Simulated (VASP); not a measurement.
Input of a VASP 6.6.1 run:

Contents of INCAR:

```
SYSTEM = Os
PREC     = Accurate       ! precision mode
ENCUT    = 520            ! plane-wave cutoff, eV
EDIFF    = 1E-7           ! SCF threshold, eV
ISMEAR   = -1             ! smearing method
SIGMA    = 0.1            ! smearing width, eV
LREAL    = .False.        ! projectors in reciprocal space
LASPH    = .True.         ! aspherical terms in the spheres
NELM     = 60             ! most SCF steps
ALGO     = Normal         ! electronic algorithm
ISIF     = 2              ! what is computed and relaxed
LWAVE    = .False.        ! write WAVECAR
LCHARG   = .True.         ! write CHGCAR
GGA      = CA             ! functional
LELF     = .True.         ! ELF
LVHAR    = .True.       
NBANDS   = 15             ! bands
```

Contents of KPOINTS:

```
regular mesh
0
Gamma
  8 8 5
  0 0 0
```

File POSCAR:

```
Os
1.0
    2.7175247593      0.0000000000      0.0000000000
   -1.3587623796      2.3534454770      0.0000000000
    0.0000000000      0.0000000000      4.2844606214
Os
2
Direct
    0.3333333333      0.6666666667      0.2500000000
    0.6666666667      0.3333333333      0.7500000000
```

Potentials or basis: VASP PAW LDA potentials, release 64 (Os).

Launch:

```sh
$ cat potpaw_LDA.64/Os/POTCAR > POTCAR
$ mpirun -np 1 vasp_std > vasp.out
```

(1) Estimate the band gap on the k mesh.

(2) Predict the pressure.

Answers

(1) zero (band 8 reaches 11.80 eV, above the bottom of band 9 at 7.95 eV).

(2) 0.5 GPa.

Caveat: spin-orbit coupling is left out, which moves the levels of the heavy elements.
